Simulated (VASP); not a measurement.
Wanted: the native input for a VASP 6.6.1 run.

* Task: single point
* Functional: PBE
* Potentials or basis: VASP PAW PBE potentials, release 64 (Pt)
* Cutoff: 520 eV
* k mesh: 17 × 17 × 17
* Occupations: fermi-dirac, width 0.1 eV
* Spin: no spin polarisation
* Dipole correction: no
* Further INCAR settings: ALGO = Normal; EDIFF = 1e-06; NBANDS = 17

The structure of Pt lies in POSCAR:

```
Pt
1.0
   -2.4061245851      2.4061245851      1.2917379369
    2.4061245851     -2.4061245851      1.2917379369
    2.4061245851      2.4061245851     -1.2917379369
Pt
2
Direct
   -0.3750000000     -0.1250000000     -0.2500000000
    0.3750000000      0.1250000000      0.2500000000
```

One way to write it, as run:

INCAR

```
SYSTEM = Pt
  PREC = Accurate
  ENCUT = 520
  EDIFF = 1E-6
  ISMEAR = -1
  SIGMA = 0.1
  LREAL = .FALSE.
  LASPH = .TRUE.
  NELM = 100
  ALGO = Normal
  ISIF = 2
  LWAVE = .FALSE.
  LCHARG = .FALSE.
  GGA = PE
  NBANDS = 17
```

KPOINTS

```
Automatic mesh
0
G
  17 17 17
  0 0 0
```

Potentials or basis: VASP PAW PBE potentials, release 64 (Pt).

Launch:

```sh
$ cat potpaw_PBE.64/Pt/POTCAR > POTCAR
$ mpirun -np 1 vasp_std > vasp.out
```

It gave:

| Property | Result |
| --- | --- |
| Pressure | 40.2 GPa |
| Band gap on the k mesh | zero (band 10 reaches 12.50 eV, above the bottom of band 11 at 10.27 eV) |

Caveat: spin-orbit coupling is left out, which moves the levels of the heavy elements.

Wall time 5.3 min on 1 thread of AMD EPYC 7R13 (shared host), peak memory 0.27 GiB.
